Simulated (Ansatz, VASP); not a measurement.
One calculation of Nb, two programs

```
Nb
1.0
     0.00000    2.22075    2.11500
     2.22075    0.00000    2.11500
     2.22075    2.22075    0.00000
Nb
1
Direct
  0.00000 0.00000 0.00000
```

Change from the starting cell: strain +0.050 along x and y, +0.000 along z, atoms carried along.

Alike in both runs: task single point; functional PBEsol; k mesh 20 × 20 × 20; occupations gaussian, width 0.15 eV; no spin polarisation.

```csv
,VASP,Ansatz
version,VASP 6.6.1,Ansatz 0.2.0
potentials or method,"VASP PAW PBE potentials, release 64 (Nb_sv), cutoff 500 eV","scalar-relativistic, plane waves, PAW"
valence electrons in the cell,13,13
```

```tsv
	VASP	Ansatz	Ansatz less VASP
gap on the k mesh at the Fermi level (eV)	none	none	-
pressure (GPa)	-19.5	-19.2	+0.28
traceless stress, the component that is largest in VASP (GPa)	-5.74	-5.78	-0.039
```

VASP's potentials were made for PBE, not for PBEsol. A gap of «none» marks a metal or a gap that the smearing closes. The functional is the same, so the differences come from potentials, cutoffs and numerics.
